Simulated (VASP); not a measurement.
# ZnSe (P4/nmm) in VASP: further runs, part 2 of 2

VASP 6.6.1. The steps go on from the part before.

## 3. Single point, PBEsol, non-collinear spin, zero start, spin-orbit coupling

Input file INCAR:

```
PREC     = Accurate       # precision mode
ENCUT    = 500            # plane-wave cutoff, eV
EDIFF    = 1E-6           # SCF threshold, eV
ISMEAR   = 0              # smearing method
SIGMA    = 0.01           # smearing width, eV
LREAL    = F              # projectors in reciprocal space
LASPH    = T              # aspherical terms in the spheres
NELM     = 200            # most SCF steps
ALGO     = Normal         # electronic algorithm
ISIF     = 2              # what is computed and relaxed
LWAVE    = F              # write WAVECAR
LCHARG   = F              # write CHGCAR
MAGMOM   = 0 0 0 0 0 0 0 0 0 0 0 0 # initial moments
LORBIT   = 11             # projections on sites
LSORBIT  = T              # spin-orbit coupling
GGA_COMPAT= F            
LORBMOM  = T            
GGA      = PS             # functional
NBANDS   = 50             # bands
```

Input file KPOINTS:

```
regular mesh
0
Gamma
  6 6 4
```

Input file POSCAR:

```
ZnSe
1.0
    4.1077020000      0.0000000000      0.0000000000
    0.0000000000      4.1077020000      0.0000000000
    0.0000000000      0.0000000000      6.0703500000
Zn Se
2 2
Direct
    1.0000000000      0.0000000000      0.0000000000
    0.5000000000      0.5000000000      0.0000000000
    1.0000000000      0.5000000000      0.2462800000
    0.5000000000      0.0000000000      0.7537200000
```

Potentials or basis: VASP PAW PBE potentials, release 64 (Zn, Se).

Run with:

```console
$ cat potpaw_PBE.64/Zn/POTCAR potpaw_PBE.64/Se/POTCAR > POTCAR
$ mpirun -np 1 vasp_ncl > vasp.out
```

OUTCAR:

```text
PREC = Accurate
   ENCUT = 500
   EDIFF = 1E-6
   ISMEAR = 0
   LREAL = F
   LASPH = T
   NELM = 200
   ISIF = 2
   LORBIT = 11
   LSORBIT = T
   GGA = PS

 ion  position               nearest neighbor table
   1  0.000  0.000  0.000-   3 2.54   4 2.54   3 2.54   4 2.54   2 2.90   2 2.90   2 2.90   2 2.90

   2  0.500  0.500  0.000-   3 2.54   4 2.54   4 2.54   3 2.54   1 2.90   1 2.90   1 2.90   1 2.90

   3  0.000  0.500  0.246-   1 2.54   2 2.54   1 2.54   2 2.54
   4  0.500  0.000  0.754-   1 2.54   2 2.54   2 2.54   1 2.54

  LATTYP: Found a simple tetragonal cell.
 ALAT       =     4.1077020000
 C/A-ratio  =     1.4777970749

  Lattice vectors:

 A1 = (   4.1077020000,   0.0000000000,   0.0000000000)
 A2 = (   0.0000000000,   4.1077020000,   0.0000000000)
 A3 = (   0.0000000000,   0.0000000000,   6.0703500000)

Analysis of symmetry for initial positions (statically):
=====================================================================
 Subroutine PRICEL returns:
 Original cell was already a primitive cell.

 Routine SETGRP: Setting up the symmetry group for a
 simple tetragonal supercell.

 Subroutine GETGRP returns: Found 16 space group operations
 (whereof  8 operations were pure point group operations)
 out of a pool of 16 trial point group operations.

The static configuration has the point symmetry D_2d.
 The point group associated with its full space group is D_4h.

Analysis of symmetry for dynamics (positions and initial velocities):
=====================================================================
 Subroutine PRICEL returns:
 Original cell was already a primitive cell.

 Routine SETGRP: Setting up the symmetry group for a
 simple tetragonal supercell.

 Subroutine GETGRP returns: Found 16 space group operations
 (whereof  8 operations were pure point group operations)
 out of a pool of 16 trial point group operations.

The dynamic configuration has the point symmetry D_2d.
 The point group associated with its full space group is D_4h.

Analysis of structural, dynamic, and magnetic symmetry:
=====================================================================
 Subroutine PRICEL returns:
 Original cell was already a primitive cell.

 Routine SETGRP: Setting up the symmetry group for a
 simple tetragonal supercell.

 Subroutine GETGRP returns: Found 16 space group operations
 (whereof  8 operations were pure point group operations)
 out of a pool of 16 trial point group operations.

The overall configuration has the point symmetry D_2d.
 The point group associated with its full space group is D_4h.

 Subroutine INISYM returns: Found 16 space group operations
 (whereof  8 operations are pure point group operations),
 and found     1 'primitive' translations

----------------------------------------------------------------------------------------

                                     Primitive cell

  volume of cell :     102.4263

  direct lattice vectors                    reciprocal lattice vectors
     4.107702000  0.000000000  0.000000000     0.243445118  0.000000000  0.000000000
     0.000000000  4.107702000  0.000000000     0.000000000  0.243445118  0.000000000
     0.000000000  0.000000000  6.070350000     0.000000000  0.000000000  0.164735147

[... 1382 lines left out ...]
  Total       -1.7753654     -1.7753654     -1.3610573      0.0000000      0.0000000      0.0000000
  in kB      -27.7706944    -27.7706944    -21.2899869      0.0000000      0.0000000      0.0000000
  external PRESSURE =     -25.6104586 kB  Pullay stress =       0.0000000 kB

 VOLUME and BASIS-vectors are now :
 -----------------------------------------------------------------------------
  energy-cutoff  :      500.00
  volume of cell :      102.43
      direct lattice vectors                 reciprocal lattice vectors
     4.107702000  0.000000000  0.000000000     0.243445118  0.000000000  0.000000000
     0.000000000  4.107702000  0.000000000     0.000000000  0.243445118  0.000000000
     0.000000000  0.000000000  6.070350000     0.000000000  0.000000000  0.164735147

 POSITION                                       TOTAL-FORCE (eV/Angst)
 -----------------------------------------------------------------------------------
      0.00000      0.00000      0.00000        -0.000000      0.000000      0.000000
      2.05385      2.05385      0.00000         0.000000     -0.000000      0.000000
      0.00000      2.05385      1.49501        -0.000000     -0.000000     -0.348509
      2.05385      0.00000      4.57534        -0.000000      0.000000      0.348509
 -----------------------------------------------------------------------------------
    total drift:                                0.000000      0.000000      0.000000

  FREE ENERGIE OF THE ION-ELECTRON SYSTEM (eV)
  ---------------------------------------------------
  free  energy   TOTEN  =       -12.8788334831 eV

  energy  without entropy=      -12.8788334831  energy(sigma->0) =      -12.87883348

 orbital moment (x)

 # of ion     p       d       tot
 ----------------------------------------
  1        -0.000  -0.000  -0.000
  2         0.000  -0.000  -0.000
  3         0.000   0.000   0.000
  4         0.000   0.000   0.000
 ----------------------------------------
            0.000  -0.000  -0.000

 orbital moment (y)

 # of ion     p       d       tot
 ----------------------------------------
  1        -0.000  -0.000  -0.000
  2        -0.000  -0.000  -0.000
  3         0.000  -0.000   0.000
  4        -0.000  -0.000  -0.000
 ----------------------------------------
           -0.000  -0.000  -0.000

 orbital moment (z)

 # of ion     p       d       tot
 ----------------------------------------
  1         0.000   0.000   0.000
  2         0.000   0.000   0.000
  3         0.000   0.000   0.000
  4         0.000   0.000   0.000
 ----------------------------------------
            0.000   0.000   0.000

 Spin-Orbit-Coupling matrix elements

 Ion:    1  E_soc:     -0.0086817
 l=   1
     0.0000000    -0.0004786    -0.0004599
    -0.0004786     0.0000000    -0.0004786
    -0.0004599    -0.0004786     0.0000000
 l=   2
     0.0000000    -0.0001894     0.0000000    -0.0001894    -0.0007932
    -0.0001894     0.0000000    -0.0005645    -0.0002040    -0.0002093
     0.0000000    -0.0005645     0.0000000    -0.0005645     0.0000000
    -0.0001894    -0.0002040    -0.0005645     0.0000000    -0.0002093
    -0.0007932    -0.0002093     0.0000000    -0.0002093     0.0000000
 l=   3
     0.0000000     0.0000000     0.0000000     0.0000000     0.0000000     0.0000000     0.0000000
     0.0000000     0.0000000     0.0000000     0.0000000     0.0000000     0.0000000     0.0000000
     0.0000000     0.0000000     0.0000000     0.0000000     0.0000000     0.0000000     0.0000000
     0.0000000     0.0000000     0.0000000     0.0000000     0.0000000     0.0000000     0.0000000
[... 49 lines left out ...]
 l=   2
     0.0000000    -0.0000007     0.0000000    -0.0000007    -0.0000030
    -0.0000007     0.0000000     0.0000004     0.0000031    -0.0000010
     0.0000000     0.0000004     0.0000000     0.0000004     0.0000000
    -0.0000007     0.0000031     0.0000004     0.0000000    -0.0000010
    -0.0000030    -0.0000010     0.0000000    -0.0000010     0.0000000
 l=   3
     0.0000000     0.0000000     0.0000000     0.0000000     0.0000000     0.0000000     0.0000000
     0.0000000     0.0000000     0.0000000     0.0000000     0.0000000     0.0000000     0.0000000
     0.0000000     0.0000000     0.0000000     0.0000000     0.0000000     0.0000000     0.0000000
     0.0000000     0.0000000     0.0000000     0.0000000     0.0000000     0.0000000     0.0000000
     0.0000000     0.0000000     0.0000000     0.0000000     0.0000000     0.0000000     0.0000000
     0.0000000     0.0000000     0.0000000     0.0000000     0.0000000     0.0000000     0.0000000
     0.0000000     0.0000000     0.0000000     0.0000000     0.0000000     0.0000000     0.0000000

 total charge

# of ion       s       p       d       tot
------------------------------------------
    1        0.513   0.426   9.787  10.726
    2        0.513   0.426   9.787  10.726
    3        1.470   2.317   0.028   3.815
    4        1.470   2.317   0.028   3.815
--------------------------------------------------
tot          3.967   5.485  19.630  29.082

 magnetization (x)

# of ion       s       p       d       tot
------------------------------------------
    1        0.000   0.000   0.000   0.000
    2        0.000   0.000   0.000   0.000
    3        0.000   0.000   0.000   0.000
    4        0.000   0.000   0.000   0.000
--------------------------------------------------
tot          0.000   0.000   0.000   0.000

 magnetization (y)

# of ion       s       p       d       tot
------------------------------------------
    1       -0.000   0.000   0.000  -0.000
    2        0.000   0.000   0.000   0.000
    3        0.000  -0.000   0.000  -0.000
    4       -0.000  -0.000   0.000  -0.000
--------------------------------------------------
tot         -0.000  -0.000   0.000  -0.000

 magnetization (z)

# of ion       s       p       d       tot
------------------------------------------
    1       -0.000  -0.000   0.000  -0.000
    2       -0.000  -0.000   0.000  -0.000
    3        0.000   0.000   0.000   0.000
    4        0.000   0.000   0.000   0.000
--------------------------------------------------
tot         -0.000  -0.000   0.000  -0.000
```

Run time: 2.2 min. Hardware: 1 thread of Intel Xeon 6975P-C (Granite Rapids), shared host; peak memory 0.48 GiB.

What came out:

| Property | Result |
| --- | --- |
| Free energy | -12.8788 eV |
| Pressure | -2.6 GPa |
| Largest force | 0.349 eV/Å |
| Net moment | 0.00 μB per cell |
| Valence electrons inside the program's atomic spheres | Zn 10.73; Se 3.81 |

Forces on the atoms (eV/Å):
```
Zn   0.000  0.000  0.000
Zn   0.000  0.000  0.000
Se   0.000  0.000 -0.349
Se   0.000  0.000  0.349
```

Stress tensor (GPa, compression positive):
```
-2.78  0.00  0.00
 0.00 -2.78  0.00
 0.00  0.00 -2.13
```

Moments on the atoms (μB; x, y, z):
```
Zn  0.00 0.00 0.00
Zn  0.00 0.00 0.00
Se  0.00 0.00 0.00
Se  0.00 0.00 0.00
```

Caveat: the PAW data sets were made with another functional, which shifts forces and pressure a little.
